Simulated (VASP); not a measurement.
**Si16Ge (a cell with a defect): single point with PBE+D3(BJ)**

Si16Ge (a cell with a defect):

```xyz
17
Lattice="0.0000 5.4300 5.4300 5.4300 0.0000 5.4300 5.4300 5.4300 0.0000" Properties=species:S:1:pos:R:3 pbc="T T T"
Si   -0.2530    0.3402   -0.1536
Si    0.9721    1.3592    1.5263
Si    2.1756    2.7449   -0.0294
Si    3.6456    4.5859    1.0704
Si    2.5737    0.1592    3.1490
Si    3.8451    1.9665    4.2315
Si    5.1190    3.2037    2.5719
Si    6.4779    4.4007    4.1049
Si   -0.5302    2.7197    2.6619
Si    0.8407    4.2268    3.9089
Si    2.3353    5.7981    2.5549
Si    3.7320    6.9892    4.1023
Si    2.1070    3.0628    5.6888
Si    3.5666    4.2976    6.9290
Si    4.8934    5.5030    5.5116
Si    6.2102    7.0435    6.8126
Ge    2.4099    3.0817    2.6351
```

```yaml
Program: VASP 6.6.1
Task: single point
Functional: PBE
Dispersion: D3(BJ)
Potentials_or_basis: VASP PAW PBE potentials, release 64 (Si, Ge_d)
Cutoff: 520 eV
k_mesh: 2 × 2 × 2
Occupations: fermi-dirac, width 0.05 eV
Spin: no spin polarisation
Dipole_correction: no
Further_INCAR_settings: LREAL = Auto; ALGO = Normal; EDIFF = 1e-06; NBANDS = 53
```

```yaml
Pressure: 2.9 GPa
Largest_force: 2.805 eV/Å
Band_gap_on_the_k_mesh: zero (band 39 reaches 6.98 eV, above the bottom of band 40 at 6.69 eV)
Dispersion_energy_per_atom: -0.333 eV
```

Forces in eV/Å, atoms in the order of the input:
```
Si   0.091  0.146 -0.222
Si   0.619 -0.518 -0.044
Si   0.362  0.908 -0.211
Si  -0.107 -1.330 -0.078
Si   0.996  1.933 -1.298
Si  -0.148 -0.512  0.591
Si  -0.357  0.706  0.355
Si  -1.743 -1.786  1.280
Si   0.597  1.468 -0.817
Si  -0.156  0.899  1.026
Si  -0.268  0.149  1.068
Si  -1.608 -1.182  0.844
Si   0.230  0.047 -1.730
Si   0.123 -0.512  0.703
Si   0.992  0.875 -0.513
Si  -0.112 -0.845 -0.251
Ge   0.489 -0.447 -0.704
```

Stress tensor (GPa, compression positive):
```
 4.01  0.91 -3.20
 0.91  2.53 -0.32
-3.20 -0.32  2.08
```

Levels at points of the mesh, in eV from the Fermi level:
```
           k point  band 35  band 36  band 37  band 38  band 39  band 40  band 41  band 42  band 43  band 44
(0.00, 0.00, 0.00)    -1.41    -0.95    -0.76    -0.59    -0.35    -0.21    -0.02     0.07     0.24     0.29
(0.50, 0.00, 0.00)    -1.63    -1.54    -1.32    -1.07    -0.46     0.40     0.65     0.73     0.96     1.11
(0.00, 0.50, 0.00)    -1.72    -1.47    -1.14    -1.09    -0.46     0.24     0.49     0.64     0.89     1.05
(0.00, 0.00, 0.50)    -1.51    -1.48    -1.17    -1.13    -0.24     0.58     0.71     0.79     0.89     1.27
(0.50, 0.50, 0.50)    -1.80    -1.34    -1.13    -1.04    -0.30     0.26     0.60     0.64     0.85     0.99
(0.50, 0.50, 0.00)    -2.00    -1.89    -1.80    -1.16    -0.02     0.73     0.93     1.04     1.12     1.72
(0.00, 0.50, 0.50)    -2.03    -1.86    -1.62    -1.08     0.08     0.72     0.88     1.00     1.16     1.74
(0.50, 0.00, 0.50)    -2.06    -1.85    -1.62    -1.13     0.01     0.75     0.93     0.98     1.11     1.58
```

Wall time 2.2 min on 1 thread of Intel(R) Xeon(R) 6975P-C (Granite Rapids) (shared host), peak memory 0.48 GiB.

Caveat: the k points lie up to 0.50 Å⁻¹ apart.
